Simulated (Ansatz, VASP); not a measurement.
**Ti3Al in VASP and in Ansatz**

```
Ti Al
1.0
     3.05657    0.00000    0.00000
    -1.52829    2.64707    0.00000
     0.00000    0.00000    8.02870
Ti Al
3 1
Cartesian
  1.5283 0.8824 0.0000
  0.0000 1.7647 6.0252
  0.0000 1.7647 2.0035
  1.5283 0.8824 4.0144
```

Alike in both runs: task single point; functional PBE; k mesh 18 × 18 × 6; occupations gaussian, width 0.15 eV; no spin polarisation.

```csv
,VASP,Ansatz
version,VASP 6.6.1,Ansatz 0.2.0
potentials or method,"VASP PAW PBE potentials, release 64 (Ti_sv, Al), cutoff 520 eV","scalar-relativistic, plane waves, PAW"
valence electrons in the cell,39,39
```

Ansatz gave:

- gap on the k mesh at the Fermi level (eV): none
- pressure (GPa): 9.3
- traceless stress, the component that is largest in VASP (GPa): 16.00
- rms of the force components (eV/Å): 0.001

**Question.** Estimate VASP's values.

**Answer.** gap on the k mesh at the Fermi level (eV): none; pressure (GPa): 9.1; traceless stress, the component that is largest in VASP (GPa): 16.00; rms of the force components (eV/Å): 0.005.

Atom by atom the forces differ by 0.004 eV/Å (rms over components). A gap of «none» marks a metal or a gap that the smearing closes. The functional is the same, so the differences come from potentials, cutoffs and numerics.
